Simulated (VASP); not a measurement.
# HfN (Fm-3m) in VASP: further runs

HfN is run at these levels: PBE; tasks: single point, relaxation of cell and atoms.

All numbers are computed with VASP 6.6.1; they aren't measurements. Logs are shortened: lines on timing, memory, paths and dates and some standing lists are left out, and cuts for length are marked.

## (1) The cell of the first run

It takes space group Fm-3m (No. 225, cubic). The conventional cell has a = 4.548 Å, b = 4.548 Å, c = 4.548 Å, α = 90.00°, β = 90.00°, γ = 90.00°. Hf (site symmetry m-3m) has 6 N at 2.27 Å within 3.0 Å. Within 3.0 Å of N (site symmetry m-3m) lie 6 Hf at 2.27 Å.

## (2) Single point, PBE

File INCAR:

```
PREC = Accurate
ENCUT = 520
EDIFF = 1E-6
ISMEAR = 0
SIGMA = 0.1
LREAL = F
LASPH = T
NELM = 100
ALGO = Normal
ISIF = 2
LWAVE = F
LCHARG = T
GGA = PE
LELF = T
LVHAR = T
NBANDS = 14
```

File KPOINTS:

```
Automatic mesh
0
Gamma
  16 16 16
```

File POSCAR:

```
HfN
1.0
    0.0000000000      2.2738966213      2.2738966213
    2.2738966213      0.0000000000      2.2738966213
    2.2738966213      2.2738966213      0.0000000000
Hf N
1 1
Direct
    0.5000000000      0.5000000000      0.5000000000
    0.0000000000      0.0000000000      0.0000000000
```

Potentials or basis: VASP PAW PBE potentials, release 64 (Hf_pv, N).

Started as:

```console
> cat potpaw_PBE.64/Hf_pv/POTCAR potpaw_PBE.64/N/POTCAR > POTCAR
> mpirun -np 1 vasp_std > vasp.out
```

OUTCAR:

```text
PREC = Accurate
   ENCUT = 520
   EDIFF = 1E-6
   ISMEAR = 0
   LREAL = F
   LASPH = T
   NELM = 100
   ISIF = 2
   GGA = PE

 ion  position               nearest neighbor table
   1  0.500  0.500  0.500-   2 2.27   2 2.27   2 2.27   2 2.27   2 2.27   2 2.27
   2  0.000  0.000  0.000-   1 2.27   1 2.27   1 2.27   1 2.27   1 2.27   1 2.27

  LATTYP: Found a face centered cubic cell.
 ALAT       =     4.5477932426

  Lattice vectors:

 A1 = (   0.0000000000,   2.2738966213,   2.2738966213)
 A2 = (   2.2738966213,   0.0000000000,   2.2738966213)
 A3 = (   2.2738966213,   2.2738966213,   0.0000000000)

Analysis of symmetry for initial positions (statically):
=====================================================================
 Subroutine PRICEL returns:
 Original cell was already a primitive cell.

 Routine SETGRP: Setting up the symmetry group for a
 face centered cubic supercell.

 Subroutine GETGRP returns: Found 48 space group operations
 (whereof 48 operations were pure point group operations)
 out of a pool of 48 trial point group operations.

The static configuration has the point symmetry O_h .

Analysis of symmetry for dynamics (positions and initial velocities):
=====================================================================
 Subroutine PRICEL returns:
 Original cell was already a primitive cell.

 Routine SETGRP: Setting up the symmetry group for a
 face centered cubic supercell.

 Subroutine GETGRP returns: Found 48 space group operations
 (whereof 48 operations were pure point group operations)
 out of a pool of 48 trial point group operations.

The dynamic configuration has the point symmetry O_h .

 Subroutine INISYM returns: Found 48 space group operations
 (whereof 48 operations are pure point group operations),
 and found     1 'primitive' translations

----------------------------------------------------------------------------------------

                                     Primitive cell

  volume of cell :      23.5148

  direct lattice vectors                    reciprocal lattice vectors
     0.000000000  2.273896621  2.273896621    -0.219886865  0.219886865  0.219886865
     2.273896621  0.000000000  2.273896621     0.219886865 -0.219886865  0.219886865
     2.273896621  2.273896621  0.000000000     0.219886865  0.219886865 -0.219886865

  length of vectors
     3.215775441  3.215775441  3.215775441     0.380855223  0.380855223  0.380855223

  position of ions in fractional coordinates (direct lattice)
     0.500000000  0.500000000  0.500000000
     0.000000000  0.000000000  0.000000000
[... 82 lines left out ...]
   NFREE  =      0    steps in history (QN), initial steepest desc. (CG)
   ISIF   =      2    stress and relaxation
   ISYM   =      2    0-nonsym 1-usesym 2-fastsym
   POTIM  = 0.5000    time-step for ionic-motion
   TEBEG  =    0.0;   TEEND  =   0.0 temperature during run
   PSTRESS=    0.0 pullay stress
   NELECT =      15.0000    total number of electrons
   NUPDOWN=      -1.0000    fix difference up-down
   EMIN   =  10.00;   EMAX   =-10.00  energy-range for DOS
   EFERMI =   0.00;   METHOD = LEGACY
   ISMEAR =     0;   SIGMA  =   0.10  broadening in eV -4-tet -1-fermi 0-gaus
   EFERMI_NEDOS =   21; number of points for ismear=-14 and -15
   IALGO  =     38    algorithm
   IMIX   =      4    mixing-type and parameters
     AMIX     =   0.40;   BMIX     =  1.00
     AMIX_MAG =   1.60;   BMIX_MAG =  1.00
  volume/ion in A,a.u.               =      11.76        79.34
  Fermi-wavevector in a.u.,A,eV,Ry     =   1.409260  2.663116 27.021367  1.986014
  Thomas-Fermi vector in A             =   2.531334
   LORBIT       =      0    0 simple, 1 ext, 2 COOP (PROOUT), +10 PAW based schemes
   GGA     = PE    functional components
   LHFCALC =     F    Hartree Fock is set to
   AEXX    =    0.0000 exact exchange contribution
   IVDW    =     0    specifies the selected vdW correction
   LEPSILON=     F    determine dielectric tensor
   LRPA    =     F    only Hartree local field effects (RPA)
 non-spin polarized calculation
 Gauss-broadening in eV      SIGMA  =   0.10
  energy-cutoff  :      520.00
  volume of cell :       23.51
 maximum number of plane-waves:       648
   NGX = 11   NGY = 11   NGZ = 11

 number of electron      15.0000000 magnetization

 Free energy of the ion-electron system (eV)
  ---------------------------------------------------
  ext. energy  EPLUGINS =         0.00000000
  ---------------------------------------------------
  free energy    TOTEN  =       -21.75871129 eV

  energy without entropy =      -21.75574983  energy(sigma->0) =      -21.75723056

 E-fermi :   8.2101     XC(G=0): -12.6291

 val. band max:        8.2094279245   @ k =  -0.1250   0.0625   0.0000
 cond. band min:       8.2133848547   @ k =   0.3750   0.1250   0.0000
 fundamental gap:      0.0039569301
 Fermi energy:         8.2101091406

 k-point     1 :       0.0000    0.0000    0.0000
  band No.  band energies     occupation
      1     -23.0213      2.00000
      2     -23.0213      2.00000
      3     -23.0213      2.00000
      4      -9.1829      2.00000
      5       5.2059      2.00000
      6       5.2059      2.00000
      7       5.2059      2.00000
      8       7.8736      2.00000
      9       7.8736      2.00000
     10       7.8736      2.00000
     11       9.8200      0.00000
     12      10.1305      0.00000
     13      10.1305      0.00000
     14      17.7266      0.00000
[... 377 lines left out ...]
      1     -23.1099      2.00000
      2     -23.0437      2.00000
      3     -23.0232      2.00000
      4      -8.9577      2.00000
      5       4.1995      2.00000
      6       4.5627      2.00000
      7       4.8655      2.00000
      8       8.0314      1.98849
      9       8.0439      1.98123
     10       8.4680      0.00026
     11      10.1511      0.00000
     12      10.9284      0.00000
     13      11.1361      0.00000
     14      18.5026      0.00000

 [... further k-points ...]
[... 5 lines left out ...]
  --------------------------------------------------------------------------------------
  -------------------------------------------------------------------------------------
  Total       -0.3445848     -0.3445848     -0.3445848      0.0000000      0.0000000      0.0000000
  in kB      -23.4781856    -23.4781856    -23.4781856      0.0000000      0.0000000      0.0000000
  external PRESSURE =     -23.4781856 kB  Pullay stress =       0.0000000 kB

 VOLUME and BASIS-vectors are now :
 -----------------------------------------------------------------------------
  energy-cutoff  :      520.00
  volume of cell :       23.51
      direct lattice vectors                 reciprocal lattice vectors
     0.000000000  2.273896621  2.273896621    -0.219886865  0.219886865  0.219886865
     2.273896621  0.000000000  2.273896621     0.219886865 -0.219886865  0.219886865
     2.273896621  2.273896621  0.000000000     0.219886865  0.219886865 -0.219886865

 POSITION                                       TOTAL-FORCE (eV/Angst)
 -----------------------------------------------------------------------------------
      2.27390      2.27390      2.27390        -0.000000     -0.000000      0.000000
      0.00000      0.00000      0.00000         0.000000      0.000000     -0.000000
 -----------------------------------------------------------------------------------
    total drift:                                0.000000     -0.000000     -0.000000

  FREE ENERGIE OF THE ION-ELECTRON SYSTEM (eV)
  ---------------------------------------------------
  free  energy   TOTEN  =       -21.7587112913 eV

  energy  without entropy=      -21.7557498329  energy(sigma->0) =      -21.75723056
```

OSZICAR:

```text
N       E                     dE             d eps       ncg     rms          rms(c)
DAV:   1     0.319613281844E+02    0.31961E+02   -0.80218E+03  4084   0.103E+03
DAV:   2    -0.229943001480E+02   -0.54956E+02   -0.50851E+02  5474   0.230E+02
DAV:   3    -0.247584074603E+02   -0.17641E+01   -0.17577E+01  4600   0.321E+01
DAV:   4    -0.247650989749E+02   -0.66915E-02   -0.66902E-02  4948   0.227E+00
DAV:   5    -0.247651462697E+02   -0.47295E-04   -0.47295E-04  4662   0.165E-01    0.471E+01
DAV:   6    -0.218732491975E+02    0.28919E+01   -0.83354E+00  4438   0.220E+01    0.404E+01
DAV:   7    -0.217880438447E+02    0.85205E-01   -0.46045E-01  5122   0.604E+00    0.262E+01
DAV:   8    -0.217652164361E+02    0.22827E-01   -0.12235E-01  4666   0.300E+00    0.620E+00
DAV:   9    -0.217588209157E+02    0.63955E-02   -0.17619E-02  4534   0.107E+00    0.198E+00
DAV:  10    -0.217587457559E+02    0.75160E-04   -0.10836E-03  5374   0.319E-01    0.456E-01
DAV:  11    -0.217587133938E+02    0.32362E-04   -0.71498E-05  4960   0.837E-02    0.114E-01
DAV:  12    -0.217587114681E+02    0.19257E-05   -0.80580E-06  5450   0.240E-02    0.140E-02
DAV:  13    -0.217587112913E+02    0.17678E-06   -0.19441E-07  2696   0.463E-03
   1 F= -.21758711E+02 E0= -.21757231E+02  d E =-.296146E-02
```

Run time: 12 s. Hardware: 1 thread of Intel Xeon 6975P-C (Granite Rapids), shared host; peak memory 0.17 GiB.

Results:

| Quantity | Value |
| --- | --- |
| Free energy | -21.7587 eV |
| Pressure | -2.3 GPa |

Caveat: spin-orbit coupling is left out, which moves the levels of the heavy elements.

## (3) Relaxation of cell and atoms, PBE

This run uses another cell than the first one, of 11.53 Å³/atom, 0.980 times its volume.

File INCAR:

```
SYSTEM = HfN
PREC = Accurate
ENCUT = 600
EDIFF = 1E-6
ISMEAR = 0
SIGMA = 0.1
LREAL = .False.
LASPH = .True.
NELM = 80
ALGO = Normal
ISIF = 3
LWAVE = .False.
LCHARG = .False.
GGA = PE
IBRION = 2
NSW = 100
EDIFFG = -0.005
```

File KPOINTS:

```
regular mesh
0
Gamma
  16 16 16
  0 0 0
```

File POSCAR:

```
HfN
1.0
    0.0000000000      2.2590026142      2.2590026142
    2.2590026142      0.0000000000      2.2590026142
    2.2590026142      2.2590026142      0.0000000000
Hf N
1 1
Direct
    0.5000000000      0.5000000000      0.5000000000
    0.0000000000      0.0000000000      0.0000000000
```

Potentials or basis: VASP PAW PBE potentials, release 64 (Hf_pv, N).

Started as:

```console
> cat potpaw_PBE.64/Hf_pv/POTCAR potpaw_PBE.64/N/POTCAR > POTCAR
> mpirun -np 1 vasp_std > vasp.out
```

OUTCAR:

```text
SYSTEM = HfN
   PREC = Accurate
   ENCUT = 600
   EDIFF = 1E-6
   ISMEAR = 0
   LREAL = .False.
   LASPH = .True.
   NELM = 80
   ISIF = 3
   GGA = PE
   IBRION = 2
   NSW = 100
   EDIFFG = -0.005

 ion  position               nearest neighbor table
   1  0.500  0.500  0.500-   2 2.26   2 2.26   2 2.26   2 2.26   2 2.26   2 2.26
   2  0.000  0.000  0.000-   1 2.26   1 2.26   1 2.26   1 2.26   1 2.26   1 2.26

  LATTYP: Found a face centered cubic cell.
 ALAT       =     4.5180052284

  Lattice vectors:

 A1 = (   0.0000000000,   2.2590026142,   2.2590026142)
 A2 = (   2.2590026142,   0.0000000000,   2.2590026142)
 A3 = (   2.2590026142,   2.2590026142,   0.0000000000)

Analysis of symmetry for initial positions (statically):
=====================================================================
 Subroutine PRICEL returns:
 Original cell was already a primitive cell.

 Routine SETGRP: Setting up the symmetry group for a
 face centered cubic supercell.

 Subroutine GETGRP returns: Found 48 space group operations
 (whereof 48 operations were pure point group operations)
 out of a pool of 48 trial point group operations.

The static configuration has the point symmetry O_h .

Analysis of symmetry for dynamics (positions and initial velocities):
[... 169 lines left out ...]
  Total        0.4186535      0.4186535      0.4186535     -0.0000000      0.0000000     -0.0000000
  in kB       29.0927725     29.0927725     29.0927725     -0.0000000      0.0000000     -0.0000000
  external PRESSURE =      29.0927725 kB  Pullay stress =       0.0000000 kB
[... 59 lines left out ...]
--------------------------------------- Ionic step        3  -------------------------------------------

 number of electron      15.0000001 magnetization

 Free energy of the ion-electron system (eV)
  ---------------------------------------------------
  ext. energy  EPLUGINS =         0.00000000
  ---------------------------------------------------
  free energy    TOTEN  =       -21.76174620 eV

  energy without entropy =      -21.75879891  energy(sigma->0) =      -21.76027255

 E-fermi :   8.2919     XC(G=0): -12.6771

 val. band max:        8.2914981147   @ k =  -0.1250   0.0625   0.0000
 cond. band min:       8.2956996908   @ k =   0.3750   0.1250   0.0000
 fundamental gap:      0.0042015761
 Fermi energy:         8.2919069481

 k-point     1 :       0.0000    0.0000    0.0000
  band No.  band energies     occupation
      1     -22.9038      2.00000
      2     -22.9038      2.00000
      3     -22.9038      2.00000
      4      -9.1569      2.00000
      5       5.2759      2.00000
      6       5.2759      2.00000
      7       5.2759      2.00000
      8       7.9501      2.00000
      9       7.9501      2.00000
     10       7.9501      2.00000
     11       9.9873      0.00000
[... 309 lines left out ...]
 k-point    24 :      -0.0625    0.0625    0.0000
  band No.  band energies     occupation
      1     -22.9957      2.00000
      2     -22.9270      2.00000
      3     -22.9057      2.00000
      4      -8.9271      2.00000
      5       4.2644      2.00000
      6       4.6240      2.00000
      7       4.9315      2.00000
      8       8.1102      1.98984
      9       8.1222      1.98359
     10       8.5531      0.00022
     11      10.2862      0.00000

 [... further k-points ...]
[... 5 lines left out ...]
  --------------------------------------------------------------------------------------
  -------------------------------------------------------------------------------------
  Total       -0.0027443     -0.0027443     -0.0027443     -0.0000000     -0.0000000     -0.0000000
  in kB       -0.1887028     -0.1887028     -0.1887028     -0.0000000     -0.0000000     -0.0000000
  external PRESSURE =      -0.1887028 kB  Pullay stress =       0.0000000 kB
[... 17 lines left out ...]
  FREE ENERGIE OF THE ION-ELECTRON SYSTEM (eV)
  ---------------------------------------------------
  free  energy   TOTEN  =       -21.7617462006 eV

  energy  without entropy=      -21.7587989089  energy(sigma->0) =      -21.76027255

 reached required accuracy - stopping structural energy minimisation
```

Wall time 40 s (1 thread of Intel Xeon 6975P-C (Granite Rapids), shared host); peak memory 0.2 GiB.

Results:

```
Free energy                            : -21.7617 eV
Relaxed volume                         : 11.65 Å³/atom
Relaxed cell                           : a = 3.206 Å, b = 3.206 Å, c = 3.206 Å, α = 60.00°, β = 60.00°, γ = 60.00°
Space group after relaxing (to 0.05 Å) : Fm-3m (No. 225)
Energy gained by relaxing              : 1.1 meV/atom
Ionic steps                            : 3
Pressure after relaxing                : 0.0 GPa
```

Step by step:
```
step  energy change (eV)  largest force (eV/Å)  pressure (GPa)  volume (Å³)
   1              0.0000                0.0000            2.91        23.06
   2              0.0053                0.0000           -5.08        23.76
   3             -0.0022                0.0000           -0.02        23.30
```

Final structure:
```
CELL_PARAMETERS angstrom
0.00000 2.26697 2.26697
2.26697 0.00000 2.26697
2.26697 2.26697 0.00000
ATOMIC_POSITIONS crystal
Hf 0.50000 0.50000 0.50000
N 0.00000 0.00000 0.00000
```

Levels at points of the mesh, in eV from the Fermi level:
```csv
k point,band 5,band 6,band 7,band 8,band 9,band 10,band 11
"(0.00, 0.00, 0.00)",-3.02,-3.02,-3.02,-0.34,-0.34,-0.34,1.70
"(0.50, 0.00, 0.00)",-8.83,-6.13,-6.13,3.23,3.65,3.65,4.37
"(0.50, 0.50, 0.00)",-5.42,-3.76,-3.69,-3.69,4.04,5.44,5.47
```

Caveat: spin-orbit coupling is left out, which moves the levels of the heavy elements.
